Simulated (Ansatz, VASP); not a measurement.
# Mg3CdS2: VASP beside Ansatz

```
Mg Cd S
1.0
     5.78781    0.00000    0.00000
    -2.89391    5.01239    0.00000
     0.00000    0.00000    4.27477
Mg Cd S
3 1 2
Direct
  0.00000 0.50000 0.99502
  0.50000 0.00000 0.99502
  0.50000 0.50000 0.99502
  0.00000 0.00000 0.19263
  0.66667 0.33333 0.49615
  0.33333 0.66667 0.49615
```

Change from the starting cell: species swapped into the NaSn2Pd3 type (P6mm, No. 183).

Alike in both runs: task relaxation of cell and atoms; functional PBE; k mesh 3 × 3 × 4; occupations gaussian, width 0.1 eV; no spin polarisation.

|  | VASP | Ansatz |
| --- | --- | --- |
| version | VASP 6.6.1 | Ansatz 0.2.0 |
| potentials or method | VASP PAW PBE potentials, release 64 (Mg, Cd, S), cutoff 600 eV | scalar-relativistic, plane waves, PAW |
| valence electrons in the cell | 30 | 62 |

VASP gave:

| Quantity | Value |
| --- | --- |
| gap on the k mesh at the Fermi level, each at its own relaxed structure (eV) | none |
| relaxed volume (Å³/atom) | 22.19 |
| relaxed cell length with the largest relative difference (Å) | 6.553 |

Estimate Ansatz's values.

gap on the k mesh at the Fermi level, each at its own relaxed structure (eV): none; relaxed volume (Å³/atom): 22.09; relaxed cell length with the largest relative difference (Å): 6.532.

A gap of «none» marks a metal or a gap that the smearing closes. VASP's potentials hold 30 valence electrons a cell and Ansatz's 62, so a difference there can come from the potentials and not from the codes.

The k mesh is coarse, so the values compare programs but aren't converged.
